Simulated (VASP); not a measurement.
# Ti (Pm-3m) in VASP: further runs

Runs on Ti. Level: PBEsol. Tasks: single point, relaxation of cell and atoms.

All numbers are computed with VASP 6.6.1; they aren't measurements. Logs are shortened: lines on timing, memory, paths and dates and some standing lists are left out, and cuts for length are marked.

**1. The cell of the first run**

The structure is cubic, space group Pm-3m (No. 221). The conventional cell has a = 2.594 Å, b = 2.594 Å, c = 2.594 Å, α = 90.00°, β = 90.00°, γ = 90.00°. Within 3.4 Å of Ti (site symmetry m-3m) lie 6 Ti at 2.59 Å.

**2. Single point, PBEsol**

Input file INCAR:

```
SYSTEM = Ti
ALGO = Normal
EDIFF = 1E-6
ENCUT = 520
GGA = PS
ISIF = 2
ISMEAR = 0
LASPH = .TRUE.
LCHARG = .TRUE.
LELF = .TRUE.
LREAL = .FALSE.
LVHAR = .TRUE.
LWAVE = .FALSE.
NBANDS = 12
NELM = 100
PREC = Accurate
SIGMA = 0.1
```

Input file KPOINTS:

```
k-points
0
G
  22 22 22
  0 0 0
```

Input file POSCAR:

```
Ti
1.0
    2.5942368802      0.0000000000      0.0000000000
    0.0000000000      2.5942368802      0.0000000000
    0.0000000000      0.0000000000      2.5942368802
Ti
1
Direct
    0.0000000000      0.0000000000      0.0000000000
```

Potentials or basis: VASP PAW PBE potentials, release 64 (Ti_sv).

Run with:

```
cat potpaw_PBE.64/Ti_sv/POTCAR > POTCAR
mpirun -np 1 vasp_std > vasp.out
```

OUTCAR:

```text
SYSTEM = Ti
   EDIFF = 1E-6
   ENCUT = 520
   GGA = PS
   ISIF = 2
   ISMEAR = 0
   LASPH = .TRUE.
   LREAL = .FALSE.
   NELM = 100
   PREC = Accurate

 ion  position               nearest neighbor table
   1  0.000  0.000  0.000-

  LATTYP: Found a simple cubic cell.
 ALAT       =     2.5942368802

  Lattice vectors:

 A1 = (   2.5942368802,   0.0000000000,   0.0000000000)
 A2 = (   0.0000000000,   2.5942368802,   0.0000000000)
 A3 = (   0.0000000000,   0.0000000000,   2.5942368802)

Analysis of symmetry for initial positions (statically):
=====================================================================
 Subroutine PRICEL returns:
 Original cell was already a primitive cell.

 Routine SETGRP: Setting up the symmetry group for a
 simple cubic supercell.

 Subroutine GETGRP returns: Found 48 space group operations
 (whereof 48 operations were pure point group operations)
 out of a pool of 48 trial point group operations.

The static configuration has the point symmetry O_h .

Analysis of symmetry for dynamics (positions and initial velocities):
=====================================================================
 Subroutine PRICEL returns:
 Original cell was already a primitive cell.

 Routine SETGRP: Setting up the symmetry group for a
 simple cubic supercell.

 Subroutine GETGRP returns: Found 48 space group operations
 (whereof 48 operations were pure point group operations)
 out of a pool of 48 trial point group operations.

The dynamic configuration has the point symmetry O_h .

 Subroutine INISYM returns: Found 48 space group operations
 (whereof 48 operations are pure point group operations),
 and found     1 'primitive' translations

----------------------------------------------------------------------------------------

                                     Primitive cell

  volume of cell :      17.4594

  direct lattice vectors                    reciprocal lattice vectors
     2.594236880  0.000000000  0.000000000     0.385469811  0.000000000  0.000000000
     0.000000000  2.594236880  0.000000000     0.000000000  0.385469811  0.000000000
     0.000000000  0.000000000  2.594236880     0.000000000  0.000000000  0.385469811

  length of vectors
     2.594236880  2.594236880  2.594236880     0.385469811  0.385469811  0.385469811

  position of ions in fractional coordinates (direct lattice)
     0.000000000  0.000000000  0.000000000

  ion indices of the primitive-cell ions
   primitive index   ion index
                 1           1

----------------------------------------------------------------------------------------

 KPOINTS: k-points

Automatic generation of k-mesh.
 Grid dimensions read from file:
 generate k-points for:   22   22   22

 Generating k-lattice:

  Cartesian coordinates                     Fractional coordinates (reciprocal lattice)
     0.017521355  0.000000000  0.000000000     0.045454545  0.000000000  0.000000000
     0.000000000  0.017521355  0.000000000     0.000000000  0.045454545  0.000000000
     0.000000000  0.000000000  0.017521355     0.000000000  0.000000000  0.045454545

  Length of vectors
     0.017521355  0.017521355  0.017521355

  Shift w.r.t. Gamma in fractional coordinates (k-lattice)
     0.000000000  0.000000000  0.000000000

 Subroutine IBZKPT returns following result:
 ===========================================

 Found    364 irreducible k-points:

 Following reciprocal coordinates:
            Coordinates               Weight
  0.000000  0.000000  0.000000      1.000000
  0.045455  0.000000  0.000000      6.000000
  0.090909  0.000000  0.000000      6.000000
  0.136364  0.000000  0.000000      6.000000
  0.181818  0.000000  0.000000      6.000000
  0.227273  0.000000  0.000000      6.000000
[... 16 lines left out ...]
  0.500000  0.045455  0.000000     12.000000
  0.090909  0.090909  0.000000     12.000000
 [... further k-points ...]
   k-points           NKPTS =    364   k-points in BZ     NKDIM =    364   number of bands    NBANDS=     12
   number of dos      NEDOS =    301   number of ions     NIONS =      1
   total plane-waves  NPLWV =   8000
   dimension x,y,z NGX =    20 NGY =   20 NGZ =   20
   dimension x,y,z NGXF=    40 NGYF=   40 NGZF=   40
   ions per type =               1
   NGX,Y,Z   is equivalent  to a cutoff of  12.82, 12.82, 12.82 a.u.
   NGXF,Y,Z  is equivalent  to a cutoff of  25.63, 25.63, 25.63 a.u.
 SYSTEM =  Ti
   PREC   = accura    normal or accurate (medium, high low for compatibility)
   ISTART =      0    job   : 0-new  1-cont  2-samecut
   ICHARG =      2    charge: 1-file 2-atom 10-const
   ISPIN  =      1    spin polarized calculation?
   LNONCOLLINEAR =      F non collinear calculations
   LSORBIT =      F    spin-orbit coupling
   LASPH  =      T    aspherical Exc in radial PAW
   ENCUT  =  520.0 eV  38.22 Ry    6.18 a.u.   4.82  4.82  4.82*2*pi/ulx,y,z
   NELM   =    100;   NELMIN=  2; NELMDL= -5     # of ELM steps
   EDIFF  = 0.1E-05   stopping-criterion for ELM
   LREAL  =      F    real-space projection
   EDIFFG = 0.1E-04   stopping-criterion for IOM
   NSW    =      0    number of steps for IOM
   IBRION =     -1    ionic relax: 0-MD 1-quasi-New 2-CG
   NFREE  =      0    steps in history (QN), initial steepest desc. (CG)
   ISIF   =      2    stress and relaxation
   ISYM   =      2    0-nonsym 1-usesym 2-fastsym
   POTIM  = 0.5000    time-step for ionic-motion
   TEBEG  =    0.0;   TEEND  =   0.0 temperature during run
   PSTRESS=    0.0 pullay stress
   NELECT =      12.0000    total number of electrons
   NUPDOWN=      -1.0000    fix difference up-down
   EMIN   =  10.00;   EMAX   =-10.00  energy-range for DOS
   EFERMI =   0.00;   METHOD = LEGACY
   ISMEAR =     0;   SIGMA  =   0.10  broadening in eV -4-tet -1-fermi 0-gaus
   EFERMI_NEDOS =   21; number of points for ismear=-14 and -15
   IALGO  =     38    algorithm
   IMIX   =      4    mixing-type and parameters
     AMIX     =   0.40;   BMIX     =  1.00
     AMIX_MAG =   1.60;   BMIX_MAG =  1.00
  volume/ion in A,a.u.               =      17.46       117.82
  Fermi-wavevector in a.u.,A,eV,Ry     =   1.444749  2.730179 28.399421  2.087299
  Thomas-Fermi vector in A             =   2.563008
   LORBIT       =      0    0 simple, 1 ext, 2 COOP (PROOUT), +10 PAW based schemes
   GGA     = PS    functional components
   LHFCALC =     F    Hartree Fock is set to
   AEXX    =    0.0000 exact exchange contribution
   IVDW    =     0    specifies the selected vdW correction
   LEPSILON=     F    determine dielectric tensor
   LRPA    =     F    only Hartree local field effects (RPA)
 non-spin polarized calculation
 Gauss-broadening in eV      SIGMA  =   0.10
  energy-cutoff  :      520.00
  volume of cell :       17.46
 maximum number of plane-waves:       484
 NGX is ok and might be reduce to    20
   NGX =  9   NGY =  9   NGZ =  9

 number of electron      11.9999999 magnetization

 Free energy of the ion-electron system (eV)
  ---------------------------------------------------
  ext. energy  EPLUGINS =         0.00000000
  ---------------------------------------------------
  free energy    TOTEN  =        -7.50702377 eV

  energy without entropy =       -7.49665836  energy(sigma->0) =       -7.50184107

 E-fermi :   7.9344     XC(G=0): -11.5097

 val. band max:        7.9316274645   @ k =   0.4091   0.0455   0.0000
 cond. band min:       7.9360639131   @ k =   0.2727   0.1364   0.0455
 fundamental gap:      0.0044364486
 Fermi energy:         7.9343777399

 k-point     1 :       0.0000    0.0000    0.0000
  band No.  band energies     occupation
      1     -48.3475      2.00000
      2     -24.1481      2.00000
      3     -24.1481      2.00000
      4     -24.1481      2.00000
      5       2.1171      2.00000
      6       6.5513      2.00000
      7       6.5513      2.00000
      8      12.0823      0.00000
      9      12.0823      0.00000
     10      12.0823      0.00000
     11      24.1639      0.00000
     12      24.1639      0.00000

 k-point     2 :       0.0455    0.0000    0.0000
  band No.  band energies     occupation
      1     -48.3444      2.00000
      2     -24.1698      2.00000
      3     -24.1463      2.00000
      4     -24.1463      2.00000
      5       2.1737      2.00000
      6       6.5654      2.00000
      7       6.5938      2.00000
      8      12.0323      0.00000
      9      12.0323      0.00000
     10      12.0860      0.00000
     11      23.6984      0.00000
     12      24.2556      0.00000

 k-point     3 :       0.0909    0.0000    0.0000
  band No.  band energies     occupation
      1     -48.3355      2.00000
      2     -24.2327      2.00000
      3     -24.1409      2.00000
      4     -24.1409      2.00000
      5       2.3405      2.00000
      6       6.6069      2.00000
      7       6.7185      2.00000
      8      11.8895      0.00000
      9      11.8895      0.00000
     10      12.0967      0.00000
     11      22.6425      0.00000
     12      24.5237      0.00000
[... 286 lines left out ...]
 k-point    23 :       0.5000    0.0455    0.0000
  band No.  band energies     occupation
      1     -48.1913      2.00000
      2     -25.1611      2.00000
      3     -24.0767      2.00000
      4     -24.0548      2.00000
      5       6.1286      2.00000
      6       7.3559      2.00000
      7       7.6915      1.99941
      8      10.0857      0.00000
      9      10.1743      0.00000
     10      12.2249      0.00000
     11      15.6499      0.00000
     12      24.9385      0.00000

 k-point    24 :       0.0909    0.0909    0.0000
  band No.  band energies     occupation
      1     -48.3236      2.00000
      2     -24.2305      2.00000
      3     -24.2197      2.00000
      4     -24.1337      2.00000
      5       2.5606      2.00000
      6       6.7164      2.00000
      7       6.8339      2.00000
      8      11.6852      0.00000
      9      11.8656      0.00000
     10      11.9479      0.00000
     11      22.8919      0.00000
     12      22.9742      0.00000

 [... further k-points ...]
[... 5 lines left out ...]
  --------------------------------------------------------------------------------------
  -------------------------------------------------------------------------------------
  Total       -0.0117950     -0.0117950     -0.0117950      0.0000000      0.0000000      0.0000000
  in kB       -1.0823762     -1.0823762     -1.0823762      0.0000000      0.0000000      0.0000000
  external PRESSURE =      -1.0823762 kB  Pullay stress =       0.0000000 kB

 VOLUME and BASIS-vectors are now :
 -----------------------------------------------------------------------------
  energy-cutoff  :      520.00
  volume of cell :       17.46
      direct lattice vectors                 reciprocal lattice vectors
     2.594236880  0.000000000  0.000000000     0.385469811  0.000000000  0.000000000
     0.000000000  2.594236880  0.000000000     0.000000000  0.385469811  0.000000000
     0.000000000  0.000000000  2.594236880     0.000000000  0.000000000  0.385469811

 POSITION                                       TOTAL-FORCE (eV/Angst)
 -----------------------------------------------------------------------------------
      0.00000      0.00000      0.00000         0.000000      0.000000      0.000000
 -----------------------------------------------------------------------------------
    total drift:                               -0.000000      0.000000      0.000000

  FREE ENERGIE OF THE ION-ELECTRON SYSTEM (eV)
  ---------------------------------------------------
  free  energy   TOTEN  =        -7.5070237713 eV

  energy  without entropy=       -7.4966583629  energy(sigma->0) =       -7.50184107
```

Wall time 52 s (1 thread of Intel Xeon Platinum 8259CL at 2.50GHz (Skylake/Cascade Lake), shared host); peak memory 0.18 GiB.

Results:

```
Free energy            : -7.5070 eV
Pressure               : -0.1 GPa
Band gap on the k mesh : zero (band 6 reaches 8.78 eV, above the bottom of band 7 at 6.55 eV)
```

Caveat: the PAW data sets were made with another functional, which shifts forces and pressure a little.

**3. Relaxation of cell and atoms, PBEsol**

This run uses another cell than the first one, of 17.82 Å³/atom, 1.021 times its volume.

Input file INCAR:

```
SYSTEM = Ti
ALGO = Normal
EDIFF = 1E-6
EDIFFG = -0.01
ENCUT = 600
GGA = PS
IBRION = 2
ISIF = 3
ISMEAR = 0
LASPH = .TRUE.
LCHARG = .FALSE.
LREAL = .FALSE.
LWAVE = .FALSE.
NELM = 100
NSW = 100
PREC = Accurate
SIGMA = 0.1
```

KPOINTS is that of step 2.

Input file POSCAR:

```
Ti
1.0
    2.6120080534      0.0000000000      0.0000000000
    0.0000000000      2.6120080534      0.0000000000
    0.0000000000      0.0000000000      2.6120080534
Ti
1
Direct
    0.0000000000      0.0000000000      0.0000000000
```

Potentials or basis: VASP PAW PBE potentials, release 64 (Ti_sv).

Run with:

```
cat potpaw_PBE.64/Ti_sv/POTCAR > POTCAR
mpirun -np 1 vasp_std > vasp.out
```

It took 2 min on 1 thread of Intel Xeon Platinum 8259CL at 2.50GHz (Skylake/Cascade Lake), shared host; peak memory 0.21 GiB.

It converged, with:

| Item | Value |
| --- | --- |
| Free energy | -7.5073 eV |
| Relaxed volume | 17.43 Å³/atom |
| Relaxed cell | a = 2.593 Å, b = 2.593 Å, c = 2.593 Å, α = 90.00°, β = 90.00°, γ = 90.00° |
| Space group after relaxing (to 0.05 Å) | Pm-3m (No. 221) |
| Energy gained by relaxing | 2.3 meV/atom |
| Ionic steps | 3 |
| Pressure after relaxing | 0.0 GPa |
| Band gap on the k mesh | zero (band 6 reaches 8.80 eV, above the bottom of band 7 at 6.57 eV) |

Step by step:
```
step  energy change (eV)  largest force (eV/Å)  pressure (GPa)  volume (Å³)
   1              0.0000                0.0000           -1.80        17.82
   2             -0.0021                0.0000            0.57        17.31
   3             -0.0023                0.0000            0.02        17.43
```

Final structure:
```cif
data_structure
_symmetry_space_group_name_H-M 'P 1'
_symmetry_Int_Tables_number 1
_cell_length_a 2.5926
_cell_length_b 2.5926
_cell_length_c 2.5926
_cell_angle_alpha 90.000
_cell_angle_beta 90.000
_cell_angle_gamma 90.000
_cell_volume 17.43
loop_
_atom_site_label
_atom_site_type_symbol
_atom_site_fract_x
_atom_site_fract_y
_atom_site_fract_z
_atom_site_occupancy
Ti1 Ti 0.00000 0.00000 0.00000 1
```

Levels at points of the mesh, in eV from the Fermi level:
```csv
k point,band 2,band 3,band 4,band 5,band 6,band 7,band 8,band 9,band 10
"(0.00, 0.00, 0.00)",-32.08,-32.08,-32.08,-5.82,-1.39,-1.39,4.16,4.16,4.16
"(0.50, 0.00, 0.00)",-33.10,-31.99,-31.99,-1.87,-0.62,-0.14,2.15,2.15,4.34
"(0.50, 0.50, 0.00)",-32.94,-32.94,-31.90,-2.90,-0.10,2.60,2.60,5.40,5.50
"(0.50, 0.50, 0.50)",-32.80,-32.80,-32.80,-1.30,-1.30,-1.30,5.50,5.50,9.13
```

Caveat: the PAW data sets were made with another functional, which shifts forces and pressure a little.

**4. Single point, PBEsol**

This run uses another cell than the first one, of 17.82 Å³/atom, 1.021 times its volume.

Input file INCAR:

```
SYSTEM = Ti
PREC = Accurate
ENCUT = 520
EDIFF = 1E-6
ISMEAR = 0
SIGMA = 0.1
LREAL = .False.
LASPH = .True.
NELM = 100
ALGO = Normal
ISIF = 2
LWAVE = .False.
LCHARG = .True.
GGA = PS
LELF = .True.
LVHAR = .True.
NBANDS = 12
```

Input file KPOINTS:

```
Automatic mesh
0
Gamma
  8 8 8
  0 0 0
```

POSCAR is that of step 3.

Run with:

```
cat potpaw_PBE.64/Ti_sv/POTCAR > POTCAR
mpirun -np 1 vasp_std > vasp.out
```

Wall time 7.7 s (1 thread of Intel Xeon Platinum 8259CL at 2.50GHz (Skylake/Cascade Lake), shared host); peak memory 0.12 GiB.

Results (log left out):

- Free energy: -7.4868 eV
- Pressure: -0.8 GPa
- Band gap on the k mesh: zero (band 6 reaches 8.38 eV, above the bottom of band 7 at 6.41 eV)

Levels at points of the mesh, in eV from the Fermi level:
```csv
k point,band 2,band 3,band 4,band 5,band 6,band 7,band 8,band 9,band 10,band 11
"(0.00, 0.00, 0.00)",-32.10,-32.10,-32.10,-5.77,-1.31,-1.31,4.09,4.09,4.09,16.01
"(0.50, 0.00, 0.00)",-33.06,-32.01,-32.01,-1.85,-0.56,-0.17,2.14,2.14,4.27,7.56
"(0.50, 0.50, 0.00)",-32.91,-32.91,-31.93,-2.79,-0.07,2.58,2.58,5.29,5.37,5.37
"(0.50, 0.50, 0.50)",-32.78,-32.78,-32.78,-1.22,-1.22,-1.22,5.40,5.40,9.08,11.77
```

Caveat: the PAW data sets were made with another functional, which shifts forces and pressure a little.

**5. Summary**

| task | cell | k mesh | cutoff (eV) | gap on the mesh (eV) | pressure (GPa) |
| --- | --- | --- | --- | --- | --- |
| single point | a = 2.594 Å, 1 atom | 22 × 22 × 22 | 520 | none | -0.1 |
| relaxation of cell and atoms | relaxed from a = 2.612 Å, 1 atom | 22 × 22 × 22 | 600 | none | 0.0 |
| single point | a = 2.612 Å, 1 atom | 8 × 8 × 8 | 520 | none | -0.8 |

Alike in all rows: level PBEsol; potentials or basis VASP PAW PBE potentials, release 64 (Ti_sv); no spin polarisation; smearing gaussian 0.1 eV.

Caveats: the PAW data sets were made with another functional, which shifts forces and pressure a little.

Absolute energies hang on the potentials; compare differences alone.
